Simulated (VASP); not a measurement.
# GaN: single point with PBE

Crystal: GaN.

```
Ga N
1.0
     3.21843    0.00000    0.00000
    -1.60921    2.78724    0.00000
     0.00000    0.00000    5.24303
Ga N
2 2
Direct
  0.28673 0.66667 0.99913
  0.62006 0.33333 0.49913
  0.33333 0.66667 0.37587
  0.66667 0.33333 0.87587
```

This cell differs from its parent crystal: all Ga atoms moved -0.150 Å, as atom 1 along Cartesian [1 0 0].

```yaml
Program: VASP 6.6.1
Task: single point
Functional: PBE
Potentials_or_basis: VASP PAW PBE potentials, release 64 (Ga_d, N)
Cutoff: 520 eV
k_mesh: 12 × 12 × 6
Occupations: gaussian, width 0.05 eV
Spin: no spin polarisation
```

```yaml
Pressure: 2.2 GPa
Largest_force: 1.892 eV/Å
Band_gap_on_the_k_mesh: 1.55 eV
```

Forces on the atoms (eV/Å):
```
Ga   1.806  0.443  0.315
Ga   1.806 -0.443  0.315
N   -1.806  0.469 -0.315
N   -1.806 -0.469 -0.315
```

Stress tensor (GPa, compression positive):
```
4.36 0.00 4.99
0.00 1.72 0.00
4.99 0.00 0.52
```

Levels at points of the mesh, in eV from the valence-band top:
```csv
k point,band 15,band 16,band 17,band 18,band 19,band 20,band 21,band 22
"(0.00, 0.00, 0.00)",-1.25,-0.29,-0.10,0.00,1.55,3.87,8.80,9.46
"(0.50, 0.00, 0.00)",-4.20,-2.80,-2.31,-1.10,4.68,5.28,5.76,8.12
"(0.00, 0.50, 0.00)",-4.27,-2.65,-2.37,-1.01,4.65,5.11,5.73,8.13
"(0.00, 0.00, 0.50)",-1.03,-1.03,-0.34,-0.34,3.89,3.89,8.05,8.05
"(0.50, 0.00, 0.50)",-2.28,-2.13,-1.86,-1.78,3.93,4.31,7.11,7.61
"(0.00, 0.50, 0.50)",-2.34,-2.34,-1.65,-1.65,4.08,4.08,7.27,7.27
```

Run time: 2.8 min on 1 thread of Intel(R) Xeon(R) Platinum 8488C (Sapphire Rapids), on a shared host, peak memory 0.34 GiB.

Caveat: the cell differs from its parent crystal (all Ga atoms moved -0.150 Å, as atom 1 along Cartesian [1 0 0]); forces of over 1 eV/Å act on the atoms, so gaps and moduli don't describe the material at rest.
